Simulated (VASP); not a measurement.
# WC (P1) in VASP: single point with PBEsol

Aim: the single point of WC with PBEsol.

Everything below comes from runs of VASP 6.6.1. Logs are shortened: lines on timing, memory, paths and dates and some standing lists are left out, and cuts for length are marked.

**1. The cell of the first run**

The typed cell holds 16 atoms: a = 5.772 Å, b = 4.999 Å, c = 5.648 Å, α = 90.00°, β = 90.00°, γ = 90.00°.

**2. Single point, PBEsol**

Input file INCAR:

```
  PREC = Accurate
  ENCUT = 520
  EDIFF = 1E-6
  ISMEAR = -1
  SIGMA = 0.17
  LREAL = Auto
  LASPH = T
  NELM = 80
  ALGO = Normal
  ISIF = 2
  LWAVE = F
  LCHARG = F
  GGA = PS
  NBANDS = 86
```

Input file KPOINTS:

```
regular mesh
0
Gamma
  3 3 3
```

Input file POSCAR:

```
WC
1.0
   -2.8860900000     -4.9988550000      0.0000000000
    4.3291350000     -2.4994270000      0.0000000000
    0.0000000000      0.0000000000      5.6483400000
W C
8 8
Direct
    0.7351835487      0.4978837315      0.0258128937
    0.7469295966      0.4949963537      0.5345464331
    0.4876130521     -0.0001628146      0.0263617275
    0.4954019688     -0.0088990831      0.5374145324
    0.2461817857      0.4837000440      0.0258483023
    0.2438526765      0.4908788410      0.5287925302
   -0.0006986208      0.0050780855      0.0353732247
   -0.0135861504     -0.0091960294      0.5292705467
    0.5041021879      0.6460145695      0.2870223818
    0.4821793326      0.6728163825      0.7998987313
    0.2276075396      0.1676075807      0.2839241264
    0.2586542939      0.1570058617      0.7771663887
    0.0004970379      0.6423533792      0.2765414263
   -0.0037261815      0.6698441848      0.7810790427
    0.7479723729      0.1710770364      0.2852519501
    0.7478338779      0.1585110829      0.7885325600
```

Potentials or basis: VASP PAW PBE potentials, release 64 (W_sv, C).

Started as:

```console
$ cat potpaw_PBE.64/W_sv/POTCAR potpaw_PBE.64/C/POTCAR > POTCAR
$ mpirun -np 1 vasp_std > vasp.out
```

OUTCAR:

```text
PREC = Accurate
   ENCUT = 520
   EDIFF = 1E-6
   ISMEAR = -1
   LREAL = Auto
   LASPH = T
   NELM = 80
   ISIF = 2
   GGA = PS

 ion  position               nearest neighbor table
   1  0.735  0.498  0.026-   9 2.12  10 2.13  16 2.16  15 2.20  13 2.21  14 2.22   2 2.78   5 2.82
                             3 2.87   2 2.87   3 2.89   7 2.90   5 2.95   7 2.96
   2  0.747  0.495  0.535-   9 2.12  15 2.15  14 2.19  13 2.19  16 2.21  10 2.32   1 2.78   8 2.84
                             6 2.87   4 2.87   1 2.87   8 2.87   6 2.90   4 2.91
   3  0.488  1.000  0.026-  10 2.08  12 2.08  16 2.17  11 2.25  15 2.26   9 2.30   4 2.76   5 2.79
                             7 2.82   1 2.87   4 2.89   1 2.89   5 2.93   7 2.95
   4  0.495  0.991  0.537-  12 2.10  10 2.18  16 2.20  15 2.23   9 2.23  11 2.28   3 2.76   8 2.83
                             2 2.87   3 2.89   6 2.89   6 2.89   2 2.91   8 2.94
   5  0.246  0.484  0.026-  10 2.09  11 2.15  13 2.16  12 2.16  14 2.20   9 2.25   7 2.79   3 2.79
                             6 2.81   1 2.82   6 2.84   3 2.93   1 2.95   7 2.97
   6  0.244  0.491  0.529-  11 2.13  13 2.14   9 2.17  12 2.18  14 2.21  10 2.25   5 2.81   5 2.84
                             2 2.87   4 2.89   4 2.89   2 2.90   8 2.91   8 2.91
   7  0.999  0.005  0.035-  11 2.09  16 2.15  15 2.19  14 2.21  12 2.22  13 2.27   5 2.79   8 2.79
                             3 2.82   8 2.86   1 2.90   3 2.95   1 2.96   5 2.97
   8  0.986  0.991  0.529-  14 2.14  15 2.15  11 2.15  16 2.18  13 2.25  12 2.26   7 2.79   4 2.83
                             2 2.84   7 2.86   2 2.87   6 2.91   6 2.91   4 2.94
   9  0.504  0.646  0.287-   2 2.12   1 2.12   6 2.17   4 2.23   5 2.25   3 2.30
  10  0.482  0.673  0.800-   3 2.08   5 2.09   1 2.13   4 2.18   6 2.25   2 2.32
  11  0.228  0.168  0.284-   7 2.09   6 2.13   5 2.15   8 2.15   3 2.25   4 2.28
  12  0.259  0.157  0.777-   3 2.08   4 2.10   5 2.16   6 2.18   7 2.22   8 2.26
  13  0.000  0.642  0.277-   6 2.14   5 2.16   2 2.19   1 2.21   8 2.25   7 2.27
  14  0.996  0.670  0.781-   8 2.14   2 2.19   5 2.20   7 2.21   6 2.21   1 2.22
  15  0.748  0.171  0.285-   2 2.15   8 2.15   7 2.19   1 2.20   4 2.23   3 2.26
  16  0.748  0.159  0.789-   7 2.15   1 2.16   3 2.17   8 2.18   4 2.20   2 2.21

  LATTYP: Found a simple orthorhombic cell.
 ALAT       =     4.9988543864
 B/A-ratio  =     1.1299268919
 C/A-ratio  =     1.1547006521

  Lattice vectors:

 A1 = (   4.3291350000,  -2.4994270000,   0.0000000000)
 A2 = (   0.0000000000,   0.0000000000,   5.6483400000)
 A3 = (  -2.8860900000,  -4.9988550000,   0.0000000000)

Analysis of symmetry for initial positions (statically):
=====================================================================
 Subroutine PRICEL returns:
 Original cell was already a primitive cell.

 Routine SETGRP: Setting up the symmetry group for a
 simple orthorhombic supercell.

 Subroutine GETGRP returns: Found  1 space group operations
 (whereof  1 operations were pure point group operations)
 out of a pool of  8 trial point group operations.

The static configuration has the point symmetry C_1 .

Analysis of symmetry for dynamics (positions and initial velocities):
=====================================================================
 Subroutine PRICEL returns:
 Original cell was already a primitive cell.

 Routine SETGRP: Setting up the symmetry group for a
 simple orthorhombic supercell.

 Subroutine GETGRP returns: Found  1 space group operations
 (whereof  1 operations were pure point group operations)
 out of a pool of  8 trial point group operations.

The dynamic configuration has the point symmetry C_1 .

 Subroutine INISYM returns: Found  1 space group operations
 (whereof  1 operations are pure point group operations),
 and found     1 'primitive' translations

----------------------------------------------------------------------------------------

                                     Primitive cell

  volume of cell :     162.9788

  direct lattice vectors                    reciprocal lattice vectors
    -2.886090000 -4.998855000  0.000000000    -0.086622372 -0.150034365  0.000000000
     4.329135000 -2.499427000  0.000000000     0.173244779 -0.100022910  0.000000000
     0.000000000  0.000000000  5.648340000     0.000000000  0.000000000  0.177043167

  length of vectors
     5.772180420  4.998854386  5.648340000     0.173244758  0.200045835  0.177043167

  position of ions in fractional coordinates (direct lattice)
     0.735183549  0.497883731  0.025812894
[... 47 lines left out ...]
     0.057748260 -0.033340970  0.000000000     0.000000000  0.333333333  0.000000000
     0.000000000  0.000000000  0.059014389     0.000000000  0.000000000  0.333333333

  Length of vectors
     0.057748253  0.066681945  0.059014389

  Shift w.r.t. Gamma in fractional coordinates (k-lattice)
     0.000000000  0.000000000  0.000000000

 Subroutine IBZKPT returns following result:
 ===========================================

 Found     14 irreducible k-points:

 Following reciprocal coordinates:
            Coordinates               Weight
  0.000000  0.000000  0.000000      1.000000
  0.333333  0.000000  0.000000      2.000000
  0.000000  0.333333  0.000000      2.000000
  0.333333  0.333333  0.000000      2.000000
 -0.333333  0.333333  0.000000      2.000000
  0.000000  0.000000  0.333333      2.000000
  0.333333  0.000000  0.333333      2.000000
 -0.333333  0.000000  0.333333      2.000000
  0.000000  0.333333  0.333333      2.000000
  0.000000  0.333333 -0.333333      2.000000
  0.333333  0.333333  0.333333      2.000000
 -0.333333  0.333333 -0.333333      2.000000
 -0.333333 -0.333333  0.333333      2.000000
  0.333333 -0.333333 -0.333333      2.000000
   k-points           NKPTS =     14   k-points in BZ     NKDIM =     14   number of bands    NBANDS=     86
   number of dos      NEDOS =    301   number of ions     NIONS =     16
   total plane-waves  NPLWV =  80640
   dimension x,y,z NGX =    48 NGY =   40 NGZ =   42
   dimension x,y,z NGXF=    96 NGYF=   80 NGZF=   84
   ions per type =               8   8
   NGX,Y,Z   is equivalent  to a cutoff of  13.82, 13.30, 12.36 a.u.
   NGXF,Y,Z  is equivalent  to a cutoff of  27.65, 26.61, 24.72 a.u.
 SYSTEM =  unknown system
   PREC   = accura    normal or accurate (medium, high low for compatibility)
   ISTART =      0    job   : 0-new  1-cont  2-samecut
   ICHARG =      2    charge: 1-file 2-atom 10-const
   ISPIN  =      1    spin polarized calculation?
   LNONCOLLINEAR =      F non collinear calculations
   LSORBIT =      F    spin-orbit coupling
   LASPH  =      T    aspherical Exc in radial PAW
   ENCUT  =  520.0 eV  38.22 Ry    6.18 a.u.  10.73  9.29 10.50*2*pi/ulx,y,z
   NELM   =     80;   NELMIN=  2; NELMDL= -5     # of ELM steps
   EDIFF  = 0.1E-05   stopping-criterion for ELM
   LREAL  =      T    real-space projection
   EDIFFG = 0.1E-04   stopping-criterion for IOM
   NSW    =      0    number of steps for IOM
   IBRION =     -1    ionic relax: 0-MD 1-quasi-New 2-CG
   NFREE  =      0    steps in history (QN), initial steepest desc. (CG)
   ISIF   =      2    stress and relaxation
   ISYM   =      2    0-nonsym 1-usesym 2-fastsym
   POTIM  = 0.5000    time-step for ionic-motion
   TEBEG  =    0.0;   TEEND  =   0.0 temperature during run
   PSTRESS=    0.0 pullay stress
   NELECT =     144.0000    total number of electrons
   NUPDOWN=      -1.0000    fix difference up-down
   EMIN   =  10.00;   EMAX   =-10.00  energy-range for DOS
   EFERMI =   0.00;   METHOD = LEGACY
   ISMEAR =    -1;   SIGMA  =   0.17  broadening in eV -4-tet -1-fermi 0-gaus
   EFERMI_NEDOS =   21; number of points for ismear=-14 and -15
   IALGO  =     38    algorithm
   IMIX   =      4    mixing-type and parameters
     AMIX     =   0.40;   BMIX     =  1.00
     AMIX_MAG =   1.60;   BMIX_MAG =  1.00
  volume/ion in A,a.u.               =      10.19        68.74
  Fermi-wavevector in a.u.,A,eV,Ry     =   1.570912  2.968594 33.575985  2.467765
  Thomas-Fermi vector in A             =   2.672575
   LORBIT       =      0    0 simple, 1 ext, 2 COOP (PROOUT), +10 PAW based schemes
   GGA     = PS    functional components
   LHFCALC =     F    Hartree Fock is set to
   AEXX    =    0.0000 exact exchange contribution
   IVDW    =     0    specifies the selected vdW correction
   LEPSILON=     F    determine dielectric tensor
   LRPA    =     F    only Hartree local field effects (RPA)
 non-spin polarized calculation
  energy-cutoff  :      520.00
  volume of cell :      162.98
 maximum number of plane-waves:      4399
 NGX is ok and might be reduce to    48
   NGX = 21   NGY = 19   NGZ = 21

 number of electron     144.0000003 magnetization

 Free energy of the ion-electron system (eV)
  ---------------------------------------------------
  ext. energy  EPLUGINS =         0.00000000
  ---------------------------------------------------
  free energy    TOTEN  =      -190.22707495 eV

  energy without entropy =     -189.95978690  energy(sigma->0) =     -190.09343092

 E-fermi :  11.3463     XC(G=0): -14.0256

 val. band max:       11.3393750940   @ k =   0.3333   0.0000   0.0000
 cond. band min:      11.3623783164   @ k =   0.3333   0.0000   0.3333
 fundamental gap:      0.0230032224
 Fermi energy:        11.3462946836

 k-point     1 :       0.0000    0.0000    0.0000
  band No.  band energies     occupation
      1     -62.6941      2.00000
      2     -62.6441      2.00000
      3     -62.6297      2.00000
      4     -62.6206      2.00000
      5     -62.6021      2.00000
      6     -62.5672      2.00000
[... 1207 lines left out ...]
     83      15.1345      0.00000
     84      15.4067      0.00000
 [bands above 84 left out]

------------------------ aborting loop because EDIFF is reached ----------------------------------------

  FORCE on cell =-STRESS in cart. coord.  units (eV):
  Direction    XX          YY          ZZ          XY          YZ          ZX
  --------------------------------------------------------------------------------------
  -------------------------------------------------------------------------------------
  Total       10.2814079      8.5677217      5.7391347      0.2056039     -0.2466569     -0.1461694
  in kB      101.0722554     84.2257170     56.4190517      2.0212067     -2.4247817     -1.4369312
  external PRESSURE =      80.5723414 kB  Pullay stress =       0.0000000 kB

 VOLUME and BASIS-vectors are now :
 -----------------------------------------------------------------------------
  energy-cutoff  :      520.00
  volume of cell :      162.98
      direct lattice vectors                 reciprocal lattice vectors
    -2.886090000 -4.998855000  0.000000000    -0.086622372 -0.150034365  0.000000000
     4.329135000 -2.499427000  0.000000000     0.173244779 -0.100022910  0.000000000
     0.000000000  0.000000000  5.648340000     0.000000000  0.000000000  0.177043167

 POSITION                                       TOTAL-FORCE (eV/Angst)
 -----------------------------------------------------------------------------------
      0.03360     -4.91950      0.14580        -1.226870     -1.688726      1.277435
     -0.01280     -4.97100      3.01930         0.052091      0.288037     -0.256107
      2.92114     -4.93653      0.14890        -1.286325     -0.978468      2.705637
      2.86083     -4.95363      3.03550         0.165305     -0.013585     -1.913595
      1.38350     -2.43960      0.14600         2.137503     -0.222520      1.113132
      1.42130     -2.44590      2.98680         0.316774     -0.527368      0.489046
[... 8 lines left out ...]
     -1.41810     -4.16660      1.61120        -0.372281      1.137550     -0.397792
     -1.47210     -4.13450      4.45390         0.539409      0.098126     -0.557272
 -----------------------------------------------------------------------------------
    total drift:                                0.014668     -0.015018     -0.017378

  FREE ENERGIE OF THE ION-ELECTRON SYSTEM (eV)
  ---------------------------------------------------
  free  energy   TOTEN  =      -190.2270749461 eV

  energy  without entropy=     -189.9597869000  energy(sigma->0) =     -190.09343092
```

Run time: 9.2 min. Hardware: 1 thread of Intel Xeon Platinum 8375C at 2.90GHz (Ice Lake), shared host; peak memory 0.34 GiB.

Results:

```yaml
Free_energy: -190.2271 eV
Pressure: 8.1 GPa
Largest_force: 3.152 eV/Å
Band_gap_on_the_k_mesh: 0.02 eV
```

Forces in eV/Å, atoms in the order of the input:
```
W   -1.227 -1.689  1.277
W    0.052  0.288 -0.256
W   -1.286 -0.978  2.706
W    0.165 -0.014 -1.914
W    2.138 -0.223  1.113
W    0.317 -0.527  0.489
W   -1.115  2.167 -0.978
W   -0.483 -1.332  0.396
C    1.751  0.540 -0.288
C   -1.368 -0.347 -2.302
C   -1.711 -1.109  0.238
C    1.458  1.483  0.029
C    1.633 -0.001  0.240
C   -0.491  0.506  0.205
C   -0.372  1.138 -0.398
C    0.539  0.098 -0.557
```

Caveat: the cell stands under pressure; the atoms stand as in a frame of molecular dynamics; the PAW data sets were made with another functional, which shifts forces and pressure a little; spin-orbit coupling is left out, which moves the levels of the heavy elements. A k mesh can miss the band edges.
